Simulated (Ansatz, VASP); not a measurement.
**Two plane-wave programs on AlFe**

INCAR

```
SYSTEM = AlFe
PREC = Accurate
ENCUT = 520
EDIFF = 1E-6
ISMEAR = 0
SIGMA = 0.1
LREAL = .FALSE.
LASPH = .TRUE.
NELM = 150
ALGO = Normal
ISIF = 2
LWAVE = .FALSE.
LCHARG = .FALSE.
ISPIN = 2
MAGMOM = 0 0.77
LORBIT = 11
LMAXMIX = 4
GGA = PE
NBANDS = 16
```

Contents of KPOINTS:

```
regular mesh
0
G
  14 14 14
  0 0 0
```

File POSCAR:

```
AlFe
1.0
    2.8156545857      0.0000000000      0.0000000000
    0.0000000000      2.8156545857      0.0000000000
    0.0000000000      0.0000000000      2.8156545857
Al Fe
1 1
Direct
    0.0000000000      0.0000000000      0.0000000000
    0.5000000000      0.5000000000      0.5000000000
```

Input for Ansatz:

```yaml
crystal:
  lattice:
    - [2.8156545857, 0.0, 0.0]
    - [0.0, 2.8156545857, 0.0]
    - [0.0, 0.0, 2.8156545857]
  atoms:
    - { symbol: Al, position: [0.0, 0.0, 0.0] }
    - { symbol: Fe, position: [0.5, 0.5, 0.5], spin: 0.77 }
basis:
  ecutwfc: 420
kpoints:
  mp_grid: { grid: [14, 14, 14] }
hamiltonian:
  xc: pbe
scf:
  occupations: { method: gaussian, width: 0.1 }
output:
  forces: true
  stress: true
  eigenvalues: true
  populations: true
magnetization:
  spin_polarized: true
```

Alike in both runs: task single point; functional PBE; k mesh 14 × 14 × 14; occupations gaussian, width 0.1 eV; collinear spin.

```csv
,VASP,Ansatz
version,VASP 6.6.1,Ansatz 0.2.0
potentials or method,"VASP PAW PBE potentials, release 64 (Al, Fe), cutoff 520 eV","scalar-relativistic, plane waves, PAW"
valence electrons in the cell,11,19
```

```csv
,VASP,Ansatz,Ansatz less VASP
gap on the k mesh at the Fermi level (eV),none,none,-
pressure (GPa),12.4,12.4,+0.04
net moment per atom (μB),0.32,0.32,+0.002
size of the moment on the site where the two differ most (μB),0.67,0.66,-0.007
```

Site moments also hang on the region over which each program counts them. A gap of «none» marks a metal or a gap that the smearing closes. With one functional, cell and mesh, what is left measures potentials, basis and numerics. VASP's potentials hold 11 valence electrons a cell and Ansatz's 19, so a difference there can come from the potentials and not from the codes.
